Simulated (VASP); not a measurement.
The system is Zr3N4.

```
Zr N
1.0
    -3.37000    3.37000    3.37000
     3.37000   -3.37000    3.37000
     3.37000    3.37000   -3.37000
Zr N
6 8
Direct
  0.25000 0.62500 0.37500
  0.37500 0.25000 0.62500
  0.75000 0.87500 0.12500
  0.12500 0.75000 0.87500
  0.62500 0.37500 0.25000
  0.87500 0.12500 0.75000
  0.12600 0.12600 0.12600
  0.87400 0.50000 0.00000
  0.50000 0.00000 0.37400
  0.00000 0.87400 0.50000
  0.37400 0.50000 0.00000
  0.62600 0.62600 0.62600
  0.00000 0.37400 0.50000
  0.50000 0.00000 0.87400
```

| Item | Value |
| --- | --- |
| Program | VASP 6.6.1 |
| Task | relaxation of the atoms |
| Functional | PBE |
| Potentials or basis | VASP PAW PBE potentials, release 64 (Zr_sv, N) |
| Cutoff | 520 eV |
| k mesh | 6 × 6 × 6 |
| Occupations | fermi-dirac, width 0.02 eV |
| Spin | no spin polarisation |

At the start: pressure 7.9 GPa; volume 10.94 Å³/atom.

How do energy, volume and symmetry change on relaxing?

Over 4 steps the energy falls by 7.0 meV/atom at a fixed cell; space group I-43d (No. 220, to 0.1 Å) before and after.

Step by step:
| step | energy change (eV) | largest force (eV/Å) | pressure (GPa) |
| --- | --- | --- | --- |
| 1 | 0.0000 | 0.3356 | 7.88 |
| 2 | -0.0384 | 0.2582 | 6.94 |
| 3 | -0.0962 | 0.0408 | 4.49 |
| 4 | -0.0977 | 0.0002 | 4.10 |

Final structure:
```yaml
crystal:
  lattice:
    - [-3.37000, 3.37000, 3.37000]
    - [3.37000, -3.37000, 3.37000]
    - [3.37000, 3.37000, -3.37000]
  atoms:
    - { symbol: Zr, position: [0.25000, 0.62500, 0.37500] }
    - { symbol: Zr, position: [0.37500, 0.25000, 0.62500] }
    - { symbol: Zr, position: [0.75000, 0.87500, 0.12500] }
    - { symbol: Zr, position: [0.12500, 0.75000, 0.87500] }
    - { symbol: Zr, position: [0.62500, 0.37500, 0.25000] }
    - { symbol: Zr, position: [0.87500, 0.12500, 0.75000] }
    - { symbol: N, position: [0.13866, 0.13866, 0.13866] }
    - { symbol: N, position: [0.86134, 0.50000, 0.00000] }
    - { symbol: N, position: [0.50000, 0.00000, 0.36134] }
    - { symbol: N, position: [0.00000, 0.86134, 0.50000] }
    - { symbol: N, position: [0.36134, 0.50000, 0.00000] }
    - { symbol: N, position: [0.63866, 0.63866, 0.63866] }
    - { symbol: N, position: [0.00000, 0.36134, 0.50000] }
    - { symbol: N, position: [0.50000, 0.00000, 0.86134] }
```
